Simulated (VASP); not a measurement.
Crystal: ZnSe (Stilleite).

```xyz
2
Lattice="0.0000 2.8324 2.8324 2.8324 0.0000 2.8324 2.8324 2.8324 0.0000" Properties=species:S:1:pos:R:3 pbc="T T T"
Zn    0.0000    0.0000    0.0000
Se    1.4162    1.4162    1.4162
```

Base run:

```yaml
Program: VASP 6.6.1
Functional: r2SCAN
Potentials_or_basis: VASP PAW PBE potentials, release 64 (Zn, Se)
Cutoff: 520 eV
k_mesh: 6 × 6 × 6
Occupations: gaussian, width 0.01 eV
Spin: no spin polarisation
```

Its results: band gap on the k mesh 1.87 eV, direct; pressure 0.1 GPa.

The run is repeated on the same cell with these changes: functional from r2SCAN to PBE. What comes out?

Band gap on the k mesh 1.29 eV, direct; pressure 2.5 GPa.

r2SCAN gives the wider gap, since meta-GGAs in the generalised Kohn-Sham scheme recover part of the derivative discontinuity.

Caveats: the PAW data sets were made with another functional, which shifts forces and pressure a little (some runs).

